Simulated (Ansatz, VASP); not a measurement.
**PbO in VASP and in Ansatz**

```xyz
2
Lattice="-0.0325 2.5740 2.5740 2.5740 -0.0325 2.5740 2.5740 2.5740 -0.0325" Properties=species:S:1:pos:R:3 pbc="T T T"
Pb    0.0000    0.0000    0.0000
O     2.5578    2.5578    2.5578
```

Change from the starting cell: shear_111 strain -1.9%.

Alike in both runs: task single point; functional r2SCAN; k mesh 8 × 8 × 8; occupations fermi-dirac, width 0.02 eV; no spin polarisation.

|  | VASP | Ansatz |
| --- | --- | --- |
| version | VASP 6.6.1 | Ansatz 0.2.0 |
| potentials or method | VASP PAW PBE potentials, release 64 (Pb_d, O) | plane waves, PAW |
| plane-wave cutoff (eV) | 660 | 500 |
| valence electrons in the cell | 20 | 20 |

```tsv
	VASP	Ansatz	Ansatz less VASP
pressure (GPa)	2.1	2.0	-0.12
traceless stress, the component that is largest in VASP (GPa)	0.38	0.38	0.000
```

VASP's potentials were made for PBE, not for r2SCAN. With one functional, cell and mesh, what is left measures potentials, basis and numerics.

Spin-orbit coupling is off throughout.
